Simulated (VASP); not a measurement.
# Zr3S2 (Cmc2_1) in VASP: single point with PBE

Aim: the single point of Zr3S2 with PBE.

Everything below comes from runs of VASP 6.6.1. Logs are shortened: lines on timing, memory, paths and dates and some standing lists are left out, and cuts for length are marked.

**1. The cell of the first run**

Symmetry: Cmc2_1, No. 36, orthorhombic system. Conventional cell: a = 8.437 Å, b = 6.807 Å, c = 6.979 Å, α = 90.00°, β = 90.00°, γ = 90.00°. Within 3.5 Å of Zr (site symmetry 1) lie 5 S at 2.64 to 3.48 Å and 4 Zr at 2.92 to 3.36 Å. Within 3.3 Å of Zr (site symmetry m) lie 4 S at 2.49 to 2.75 Å and 6 Zr at 2.92 to 3.21 Å. Within 3.4 Å of S (site symmetry m) lie 6 Zr at 2.61 to 2.75 Å and 2 S at 3.16 to 3.36 Å. S (site symmetry m) has 6 Zr at 2.49 to 2.83 Å and 1 S at 3.16 Å within 3.3 Å.

**2. Single point, PBE**

INCAR

```
  ALGO = Normal
  EDIFF = 1E-6
  ENCUT = 520
  GGA = PE
  ISIF = 2
  ISMEAR = 0
  LASPH = True
  LCHARG = False
  LREAL = False
  LWAVE = False
  NBANDS = 59
  NELM = 100
  PREC = Accurate
  SIGMA = 0.1
```

KPOINTS

```
k-points
0
Gamma
  8 8 6
```

POSCAR

```
Zr3S2
1.0
    4.2184598456     -3.4033454398      0.0000000000
    4.2184598456      3.4033454398      0.0000000000
    0.0000000000      0.0000000000      6.9792489170
Zr S
6 4
Direct
    0.1861193450      0.4158790255      0.9624723732
    0.8138806550      0.5841209745      0.4624723732
    0.5841209745      0.8138806550      0.9624723732
    0.4158790255      0.1861193450      0.4624723732
    0.7520971464      0.2479028536      0.8028295646
    0.2479028536      0.7520971464      0.3028295646
    0.6071327203      0.3928672797      0.1702862953
    0.3928672797      0.6071327203      0.6702862953
    0.0666880046      0.9333119954      0.9926393938
    0.9333119954      0.0666880046      0.4926393938
```

Potentials or basis: VASP PAW PBE potentials, release 64 (Zr_sv, S).

Run with:

```console
cat potpaw_PBE.64/Zr_sv/POTCAR potpaw_PBE.64/S/POTCAR > POTCAR
mpirun -np 1 vasp_std > vasp.out
```

OUTCAR:

```text
EDIFF = 1E-6
   ENCUT = 520
   GGA = PE
   ISIF = 2
   ISMEAR = 0
   LASPH = True
   LREAL = False
   NELM = 100
   PREC = Accurate

 ion  position               nearest neighbor table
   1  0.186  0.416  0.962-   8 2.64   7 2.68   9 2.75   9 2.83   5 2.92   6 3.06   5 3.21   3 3.36
                             3 3.51   3 3.51   4 3.82   4 3.82
   2  0.814  0.584  0.462-   7 2.64   8 2.68  10 2.75  10 2.83   6 2.92   5 3.06   6 3.21   4 3.36
                             4 3.51   4 3.51   3 3.82   3 3.82
   3  0.584  0.814  0.962-   8 2.64   7 2.68   9 2.75   9 2.83   5 2.92   6 3.06   5 3.21   1 3.36
                             1 3.51   1 3.51   2 3.82   2 3.82
   4  0.416  0.186  0.462-   7 2.64   8 2.68  10 2.75  10 2.83   6 2.92   5 3.06   6 3.21   2 3.36
                             2 3.51   2 3.51   1 3.82   1 3.82
   5  0.752  0.248  0.803-  10 2.49   9 2.52   8 2.61   7 2.75   1 2.92   3 2.92   2 3.06   4 3.06
                             3 3.21   1 3.21
   6  0.248  0.752  0.303-   9 2.49  10 2.52   7 2.61   8 2.75   2 2.92   4 2.92   3 3.06   1 3.06
                             2 3.21   4 3.21
   7  0.607  0.393  0.170-   6 2.61   4 2.64   2 2.64   1 2.68   3 2.68   5 2.75
   8  0.393  0.607  0.670-   5 2.61   3 2.64   1 2.64   4 2.68   2 2.68   6 2.75
   9  0.067  0.933  0.993-   6 2.49   5 2.52   3 2.75   1 2.75   3 2.83   1 2.83
  10  0.933  0.067  0.493-   5 2.49   6 2.52   2 2.75   4 2.75   4 2.83   2 2.83

  LATTYP: Found a base centered orthorhombic cell.
 ALAT       =     6.8066908796
 B/A-ratio  =     1.2395038706
 C/A-ratio  =     1.0253512375

  Lattice vectors:

 A1 = (  -4.2184598456,  -3.4033454398,   0.0000000000)
 A2 = (   4.2184598456,  -3.4033454398,   0.0000000000)
 A3 = (   0.0000000000,   0.0000000000,   6.9792489170)

Analysis of symmetry for initial positions (statically):
=====================================================================
 Subroutine PRICEL returns:
 Original cell was already a primitive cell.

 Routine SETGRP: Setting up the symmetry group for a
 base centered orthorhombic supercell.

 Subroutine GETGRP returns: Found  4 space group operations
 (whereof  2 operations were pure point group operations)
 out of a pool of  8 trial point group operations.

The static configuration has the point symmetry C_1h.
 The point group associated with its full space group is C_2v.

Analysis of symmetry for dynamics (positions and initial velocities):
=====================================================================
 Subroutine PRICEL returns:
 Original cell was already a primitive cell.

 Routine SETGRP: Setting up the symmetry group for a
 base centered orthorhombic supercell.

 Subroutine GETGRP returns: Found  4 space group operations
 (whereof  2 operations were pure point group operations)
[... 128 lines left out ...]
   TEBEG  =    0.0;   TEEND  =   0.0 temperature during run
   PSTRESS=    0.0 pullay stress
   NELECT =      96.0000    total number of electrons
   NUPDOWN=      -1.0000    fix difference up-down
   EMIN   =  10.00;   EMAX   =-10.00  energy-range for DOS
   EFERMI =   0.00;   METHOD = LEGACY
   ISMEAR =     0;   SIGMA  =   0.10  broadening in eV -4-tet -1-fermi 0-gaus
   EFERMI_NEDOS =   21; number of points for ismear=-14 and -15
   IALGO  =     38    algorithm
   IMIX   =      4    mixing-type and parameters
     AMIX     =   0.40;   BMIX     =  1.00
     AMIX_MAG =   1.60;   BMIX_MAG =  1.00
  volume/ion in A,a.u.               =      20.04       135.24
  Fermi-wavevector in a.u.,A,eV,Ry     =   1.280951  2.420646 22.324906  1.640834
  Thomas-Fermi vector in A             =   2.413349
   LORBIT       =      0    0 simple, 1 ext, 2 COOP (PROOUT), +10 PAW based schemes
   GGA     = PE    functional components
   LHFCALC =     F    Hartree Fock is set to
   AEXX    =    0.0000 exact exchange contribution
   IVDW    =     0    specifies the selected vdW correction
   LEPSILON=     F    determine dielectric tensor
   LRPA    =     F    only Hartree local field effects (RPA)
 non-spin polarized calculation
 Gauss-broadening in eV      SIGMA  =   0.10
  energy-cutoff  :      520.00
  volume of cell :      200.40
 maximum number of plane-waves:      5432
   NGX = 21   NGY = 21   NGZ = 25

 number of electron      95.9999996 magnetization

 Free energy of the ion-electron system (eV)
  ---------------------------------------------------
  ext. energy  EPLUGINS =         0.00000000
  ---------------------------------------------------
  free energy    TOTEN  =       -76.01201550 eV

  energy without entropy =      -75.97755790  energy(sigma->0) =      -75.99478670

 E-fermi :   9.1556     XC(G=0): -10.9705

 val. band max:        9.1452147208   @ k =  -0.3750   0.2500   0.0000
 cond. band min:       9.1588957846   @ k =  -0.2500   0.2500   0.1667
 fundamental gap:      0.0136810639
 Fermi energy:         9.1556450496

 k-point     1 :       0.0000    0.0000    0.0000
  band No.  band energies     occupation
      1     -40.2078      2.00000
      2     -40.1918      2.00000
      3     -40.1654      2.00000
      4     -40.1628      2.00000
      5     -39.3484      2.00000
      6     -39.3389      2.00000
[... 1477 lines left out ...]
     58      11.3456      0.00000
     59      11.4532      0.00000

 [... further k-points ...]
[... 5 lines left out ...]
  --------------------------------------------------------------------------------------
  -------------------------------------------------------------------------------------
  Total        0.0809645     -0.0301359     -0.0179121      0.0000000      0.0000000      0.0000000
  in kB        0.6473012     -0.2409329     -0.1432051      0.0000000      0.0000000      0.0000000
  external PRESSURE =       0.0877211 kB  Pullay stress =       0.0000000 kB

 VOLUME and BASIS-vectors are now :
 -----------------------------------------------------------------------------
  energy-cutoff  :      520.00
  volume of cell :      200.40
      direct lattice vectors                 reciprocal lattice vectors
     4.218459846 -3.403345440  0.000000000     0.118526670 -0.146914267  0.000000000
     4.218459846  3.403345440  0.000000000     0.118526670  0.146914267  0.000000000
     0.000000000  0.000000000  6.979248917     0.000000000  0.000000000  0.143281893

 POSITION                                       TOTAL-FORCE (eV/Angst)
 -----------------------------------------------------------------------------------
      2.53951      0.78195      6.71733         0.003138     -0.004799     -0.000561
      5.89741     -0.78195      3.22771        -0.003138      0.004799     -0.000561
      5.89741      0.78195      6.71733        -0.003138     -0.004799     -0.000561
      2.53951     -0.78195      3.22771         0.003138      0.004799     -0.000561
      4.21846     -1.71595      5.60315         0.000000      0.007116     -0.002076
      4.21846      1.71595      2.11352         0.000000     -0.007116     -0.002076
      4.21846     -0.72922      1.18847         0.000000     -0.008713      0.011890
      4.21846      0.72922      4.67809         0.000000      0.008713      0.011890
      4.21846      2.94942      6.92788         0.000000      0.002767     -0.008691
      4.21846     -2.94942      3.43825         0.000000     -0.002767     -0.008691
 -----------------------------------------------------------------------------------
    total drift:                               -0.000000      0.000000      0.000290

  FREE ENERGIE OF THE ION-ELECTRON SYSTEM (eV)
  ---------------------------------------------------
  free  energy   TOTEN  =       -76.0120155023 eV

  energy  without entropy=      -75.9775578994  energy(sigma->0) =      -75.99478670
```

OSZICAR:

```text
N       E                     dE             d eps       ncg     rms          rms(c)
DAV:   1     0.954664660933E+03    0.95466E+03   -0.49093E+04  9912   0.158E+03
DAV:   2     0.115438019981E+02   -0.94312E+03   -0.91597E+03 11417   0.453E+02
DAV:   3    -0.716235671151E+02   -0.83167E+02   -0.81147E+02 14773   0.107E+02
DAV:   4    -0.793269176205E+02   -0.77034E+01   -0.76216E+01 15336   0.280E+01
DAV:   5    -0.798898028741E+02   -0.56289E+00   -0.56211E+00 13768   0.622E+00    0.333E+01
DAV:   6    -0.762575561538E+02    0.36322E+01   -0.14536E+01 13224   0.150E+01    0.160E+01
DAV:   7    -0.760751192256E+02    0.18244E+00   -0.33655E+00 13912   0.698E+00    0.518E+00
DAV:   8    -0.760127431181E+02    0.62376E-01   -0.81005E-01 12648   0.403E+00    0.190E+00
DAV:   9    -0.760108132123E+02    0.19299E-02   -0.80723E-02 12320   0.133E+00    0.620E-01
DAV:  10    -0.760117969181E+02   -0.98371E-03   -0.97814E-03 14208   0.472E-01    0.189E-01
DAV:  11    -0.760119988830E+02   -0.20196E-03   -0.86161E-04 14248   0.135E-01    0.745E-02
DAV:  12    -0.760120033078E+02   -0.44247E-05   -0.81851E-05 14056   0.351E-02    0.351E-02
DAV:  13    -0.760120150337E+02   -0.11726E-04   -0.15653E-05 11952   0.221E-02    0.820E-03
DAV:  14    -0.760120155023E+02   -0.46858E-06   -0.17208E-06  8024   0.572E-03
   1 F= -.76012016E+02 E0= -.75994787E+02  d E =-.344576E-01
```

stdout:

```text
POSCAR found type information on POSCAR ZrS
 POSCAR found :  2 types and      10 ions
 scaLAPACK will be used
 LDA part: xc-table for (Slater+PW92), standard interpolation
 POSCAR, INCAR and KPOINTS ok, starting setup
 FFT: planning ... GRIDC
 FFT: planning ... GRID_SOFT
 FFT: planning ... GRID
 WAVECAR not read
 entering main loop
```

Wall time 11 min (1 thread of Intel Xeon Platinum 8375C at 2.90GHz (Ice Lake), shared host); peak memory 0.75 GiB.

What came out:

- Free energy: -76.0120 eV
- Pressure: 0.0 GPa
- Largest force: 0.015 eV/Å
- Band gap on the k mesh: zero (band 48 reaches 9.26 eV, above the bottom of band 49 at 8.97 eV)

Forces on the atoms (eV/Å):
```
Zr   0.003 -0.005 -0.001
Zr  -0.003  0.005 -0.001
Zr  -0.003 -0.005 -0.001
Zr   0.003  0.005 -0.001
Zr   0.000  0.007 -0.002
Zr   0.000 -0.007 -0.002
S    0.000 -0.009  0.012
S    0.000  0.009  0.012
S    0.000  0.003 -0.009
S    0.000 -0.003 -0.009
```

Stress tensor (GPa, compression positive):
```
 0.06  0.00  0.00
 0.00 -0.02  0.00
 0.00  0.00 -0.01
```
